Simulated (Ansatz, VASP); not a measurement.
# HC8 in VASP and in Ansatz

File INCAR:

```
SYSTEM = HC8
PREC = Accurate
ENCUT = 520
EDIFF = 1E-7
ISMEAR = 0
SIGMA = 0.1
LREAL = .FALSE.
LASPH = .TRUE.
NELM = 150
ALGO = Normal
ISIF = 2
LWAVE = .FALSE.
LCHARG = .FALSE.
ISPIN = 2
MAGMOM = 0 0 0 0 0 0 0 0 1
LORBIT = 11
LDIPOL = .TRUE.
IDIPOL = 3
DIPOL = 0.5 0.5 0.241
GGA = PE
IVDW = 12
NBANDS = 30
```

The input KPOINTS:

```
regular mesh
0
G
  6 6 1
  0 0 0
```

POSCAR

```
HC8
1.0
    4.9313048824     -0.0000000001      0.0000000000
   -2.4656524412      4.2706353020      0.0000000000
    0.0000000000      0.0000000000     17.0000331944
C H
8 1
Direct
    0.3333333333      0.1666666667      0.2352956108
    0.3333333333      0.6666666667      0.2352956108
    0.8333333333      0.1666666667      0.2352956108
    0.8333333333      0.6666666667      0.2352956108
    0.1666666667      0.3333333333      0.2352936582
    0.1666666667      0.8333333333      0.2352936582
    0.6666666667      0.3333333333      0.2352936582
    0.6666666667      0.8333333333      0.2352936582
    0.5000000000      0.1666666667      0.2882366839
```

Input for Ansatz:

```yaml
crystal:
  lattice:
    - [4.9313048824, -1.0e-10, 0.0]
    - [-2.4656524412, 4.270635302, 0.0]
    - [0.0, 0.0, 17.0000331944]
  atoms:
    - { symbol: C, position: [0.3333333333, 0.1666666667, 0.2352956108] }
    - { symbol: C, position: [0.3333333333, 0.6666666667, 0.2352956108] }
    - { symbol: C, position: [0.8333333333, 0.1666666667, 0.2352956108] }
    - { symbol: C, position: [0.8333333333, 0.6666666667, 0.2352956108] }
    - { symbol: C, position: [0.1666666667, 0.3333333333, 0.2352936582] }
    - { symbol: C, position: [0.1666666667, 0.8333333333, 0.2352936582] }
    - { symbol: C, position: [0.6666666667, 0.3333333333, 0.2352936582] }
    - { symbol: C, position: [0.6666666667, 0.8333333333, 0.2352936582] }
    - { symbol: H, position: [0.5, 0.1666666667, 0.2882366839], spin: 1.0 }
basis:
  ecutwfc: 420
kpoints:
  mp_grid: { grid: [6, 6, 1] }
hamiltonian:
  xc: pbe
  pseudopotentials: { kind: paw, azcp: { folder: soft_1 } }
  dispersion: d3bj
scf:
  occupations: { method: gaussian, width: 0.1 }
output:
  forces: true
  eigenvalues: true
  populations: true
magnetization:
  spin_polarized: true
efield:
  axis: 3
  dipole_correction: true
  ramp_width: 0.04
```

Alike in both runs: task single point; functional PBE; dispersion D3(BJ); k mesh 6 × 6 × 1; occupations gaussian, width 0.1 eV; collinear spin.

|  | VASP | Ansatz |
| --- | --- | --- |
| version | VASP 6.6.1 | Ansatz 0.2.0 |
| potentials or method | VASP PAW PBE potentials, release 64 (C, H), cutoff 520 eV | scalar-relativistic, plane waves, PAW |
| valence electrons in the cell | 33 | 33 |

```tsv
	VASP	Ansatz	Ansatz less VASP
gap on the k mesh at the Fermi level (eV)	none	none	-
rms of the force components (eV/Å)	1.027	1.020	-0.0072
net moment per atom (μB)	0.00	0.00	0.000
```

Atom by atom the forces differ by 0.012 eV/Å (rms over components). A gap of «none» marks a metal or a gap that the smearing closes. Ansatz's warnings: seeded moment not kept, structure snapped to symmetry.
